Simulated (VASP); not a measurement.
# MgS (F-43m) in VASP: single point with r2SCAN

Aim: the single point of MgS with r2SCAN.

All numbers are computed with VASP 6.6.1; they aren't measurements. Logs are shortened: lines on timing, memory, paths and dates and some standing lists are left out, and cuts for length are marked.

**1. The cell of the first run**

The structure is cubic, space group F-43m (No. 216). Conventional cell: a = 5.773 Å, b = 5.773 Å, c = 5.773 Å, α = 90.00°, β = 90.00°, γ = 90.00°. Within 3.3 Å of Mg (site symmetry -43m) lie 4 S at 2.50 Å. S (site symmetry -43m) has 4 Mg at 2.50 Å within 3.3 Å.

**2. Single point, r2SCAN (24.05 Å³/atom)**

File POSCAR:

```
MgS
1.0
    0.0000000000      2.8863962108      2.8863962108
    2.8863962108      0.0000000000      2.8863962108
    2.8863962108      2.8863962108      0.0000000000
Mg S
1 1
Direct
    0.0000000000      0.0000000000      0.0000000000
    0.7500000000      0.7500000000      0.7500000000
```

File INCAR.step1:

```
SYSTEM = MgS
PREC = Accurate
ENCUT = 750
ISMEAR = 0
SIGMA = 0.01
LREAL = .FALSE.
LASPH = .TRUE.
NELM = 120
NBANDS = 15
GGA = PE
ALGO = Normal
EDIFF = 1E-5
LWAVE = .TRUE.
LCHARG = .FALSE.
GGA_COMPAT = .FALSE.
```

File INCAR.step2:

```
SYSTEM = MgS
PREC = Accurate
ENCUT = 750
EDIFF = 1E-6
ISMEAR = 0
SIGMA = 0.01
LREAL = .FALSE.
LASPH = .TRUE.
NELM = 120
ALGO = Normal
ISIF = 2
LWAVE = .FALSE.
LCHARG = .FALSE.
METAGGA = R2SCAN
LMIXTAU = .TRUE.
NBANDS = 15
ISTART = 1
GGA_COMPAT = .FALSE.
```

File KPOINTS:

```
Automatic mesh
0
G
  6 6 6
  0 0 0
```

Potentials or basis: VASP PAW PBE potentials, release 64 (Mg_sv, S).

Launch:

```
cat potpaw_PBE.64/Mg_sv/POTCAR potpaw_PBE.64/S/POTCAR > POTCAR
cp INCAR.step1 INCAR
mpirun -np 1 vasp_std > vasp.out
cp INCAR.step2 INCAR
mpirun -np 1 vasp_std > vasp.out
```

OUTCAR:

```text
SYSTEM = MgS
   PREC = Accurate
   ENCUT = 750
   EDIFF = 1E-6
   ISMEAR = 0
   LREAL = .FALSE.
   LASPH = .TRUE.
   NELM = 120
   ISIF = 2
   METAGGA = R2SCAN
   ISTART = 1

 ion  position               nearest neighbor table
   1  0.000  0.000  0.000-   2 2.50   2 2.50   2 2.50   2 2.50
   2  0.750  0.750  0.750-   1 2.50   1 2.50   1 2.50   1 2.50

  LATTYP: Found a face centered cubic cell.
 ALAT       =     5.7727924216

  Lattice vectors:

 A1 = (   0.0000000000,   2.8863962108,   2.8863962108)
 A2 = (   2.8863962108,   0.0000000000,   2.8863962108)
 A3 = (   2.8863962108,   2.8863962108,   0.0000000000)

Analysis of symmetry for initial positions (statically):
=====================================================================
 Subroutine PRICEL returns:
 Original cell was already a primitive cell.

 Routine SETGRP: Setting up the symmetry group for a
 face centered cubic supercell.

 Subroutine GETGRP returns: Found 24 space group operations
 (whereof 24 operations were pure point group operations)
 out of a pool of 48 trial point group operations.

The static configuration has the point symmetry T_d .

Analysis of symmetry for dynamics (positions and initial velocities):
=====================================================================
 Subroutine PRICEL returns:
 Original cell was already a primitive cell.

 Routine SETGRP: Setting up the symmetry group for a
 face centered cubic supercell.

 Subroutine GETGRP returns: Found 24 space group operations
 (whereof 24 operations were pure point group operations)
 out of a pool of 48 trial point group operations.

The dynamic configuration has the point symmetry T_d .

 Subroutine INISYM returns: Found 24 space group operations
 (whereof 24 operations are pure point group operations),
 and found     1 'primitive' translations

----------------------------------------------------------------------------------------

                                     Primitive cell

  volume of cell :      48.0948

  direct lattice vectors                    reciprocal lattice vectors
     0.000000000  2.886396211  2.886396211    -0.173226391  0.173226391  0.173226391
     2.886396211  0.000000000  2.886396211     0.173226391 -0.173226391  0.173226391
     2.886396211  2.886396211  0.000000000     0.173226391  0.173226391 -0.173226391

  length of vectors
     4.081980668  4.081980668  4.081980668     0.300036911  0.300036911  0.300036911

  position of ions in fractional coordinates (direct lattice)
     0.000000000  0.000000000  0.000000000
[... 79 lines left out ...]
   PSTRESS=    0.0 pullay stress
   NELECT =      16.0000    total number of electrons
   NUPDOWN=      -1.0000    fix difference up-down
   EMIN   =  10.00;   EMAX   =-10.00  energy-range for DOS
   EFERMI =   0.00;   METHOD = LEGACY
   ISMEAR =     0;   SIGMA  =   0.01  broadening in eV -4-tet -1-fermi 0-gaus
   EFERMI_NEDOS =   21; number of points for ismear=-14 and -15
   IALGO  =     38    algorithm
   IMIX   =      4    mixing-type and parameters
     AMIX     =   0.40;   BMIX     =  1.00
     AMIX_MAG =   1.60;   BMIX_MAG =  1.00
  volume/ion in A,a.u.               =      24.05       162.28
  Fermi-wavevector in a.u.,A,eV,Ry     =   1.134355  2.143620 17.507441  1.286761
  Thomas-Fermi vector in A             =   2.271059
   LORBIT       =      0    0 simple, 1 ext, 2 COOP (PROOUT), +10 PAW based schemes
   METAGGA = R2SCAN    functional components
   LHFCALC =     F    Hartree Fock is set to
   AEXX    =    0.0000 exact exchange contribution
   IVDW    =     0    specifies the selected vdW correction
   LEPSILON=     F    determine dielectric tensor
   LRPA    =     F    only Hartree local field effects (RPA)
 non-spin polarized calculation
 Gauss-broadening in eV      SIGMA  =   0.01
  energy-cutoff  :      750.00
  volume of cell :       48.09
 maximum number of plane-waves:      2272
   NGX = 19   NGY = 19   NGZ = 19

 number of electron      15.9999991 magnetization

 Free energy of the ion-electron system (eV)
  ---------------------------------------------------
  ext. energy  EPLUGINS =         0.00000000
  ---------------------------------------------------
  free energy    TOTEN  =       -15.46130977 eV

  energy without entropy =      -15.46130977  energy(sigma->0) =      -15.46130977

 E-fermi :   0.4663     XC(G=0):  -8.7194

 val. band max:        0.3244318462   @ k =   0.0000   0.0000   0.0000
 cond. band min:       4.1722408526   @ k =   0.0000   0.0000   0.0000
 fundamental gap:      3.8478090064
 Fermi energy:         0.4663157228

 k-point     1 :       0.0000    0.0000    0.0000
  band No.  band energies     occupation
      1     -76.4433      2.00000
      2     -41.5558      2.00000
      3     -41.5558      2.00000
      4     -41.5558      2.00000
      5     -11.2226      2.00000
      6       0.3244      2.00000
      7       0.3244      2.00000
      8       0.3244      2.00000
      9       4.1722      0.00000
     10       8.7907      0.00000
     11       8.7907      0.00000
     12       8.7907      0.00000
     13      11.6546      0.00000
     14      11.6546      0.00000
[... 257 lines left out ...]
      2     -41.5576      2.00000
      3     -41.5568      2.00000
      4     -41.5566      2.00000
      5     -10.4053      2.00000
      6      -2.0254      2.00000
      7      -1.1337      2.00000
      8      -0.8459      2.00000
      9       5.7309      0.00000
     10       7.6777      0.00000
     11      10.1741      0.00000
     12      10.1837      0.00000
     13      13.3685      0.00000
     14      14.6573      0.00000
     15      14.7221      0.00000

------------------------ aborting loop because EDIFF is reached ----------------------------------------

  FORCE on cell =-STRESS in cart. coord.  units (eV):
  Direction    XX          YY          ZZ          XY          YZ          ZX
  --------------------------------------------------------------------------------------
  -------------------------------------------------------------------------------------
  Total       -0.9837692     -0.9837692     -0.9837692      0.0000000     -0.0000000      0.0000000
  in kB      -32.7722295    -32.7722295    -32.7722295      0.0000000     -0.0000000      0.0000000
  external PRESSURE =     -32.7722295 kB  Pullay stress =       0.0000000 kB

 VOLUME and BASIS-vectors are now :
 -----------------------------------------------------------------------------
  energy-cutoff  :      750.00
  volume of cell :       48.09
      direct lattice vectors                 reciprocal lattice vectors
     0.000000000  2.886396211  2.886396211    -0.173226391  0.173226391  0.173226391
     2.886396211  0.000000000  2.886396211     0.173226391 -0.173226391  0.173226391
     2.886396211  2.886396211  0.000000000     0.173226391  0.173226391 -0.173226391

 POSITION                                       TOTAL-FORCE (eV/Angst)
 -----------------------------------------------------------------------------------
      0.00000      0.00000      0.00000        -0.000000     -0.000000     -0.000000
      4.32959      4.32959      4.32959         0.000000      0.000000      0.000000
 -----------------------------------------------------------------------------------
    total drift:                               -0.000000     -0.000000     -0.000000

  FREE ENERGIE OF THE ION-ELECTRON SYSTEM (eV)
  ---------------------------------------------------
  free  energy   TOTEN  =       -15.4613097746 eV

  energy  without entropy=      -15.4613097746  energy(sigma->0) =      -15.46130977
```

Run time: 62 s. Hardware: 1 thread of Intel Xeon 6975P-C (Granite Rapids), shared host; peak memory 0.22 GiB.

What came out:

```
Free energy            : -15.4613 eV
Pressure               : -3.3 GPa
Band gap on the k mesh : 3.85 eV
```

Caveat: the cell stands under tension; the PAW data sets were made with another functional, which shifts forces and pressure a little.
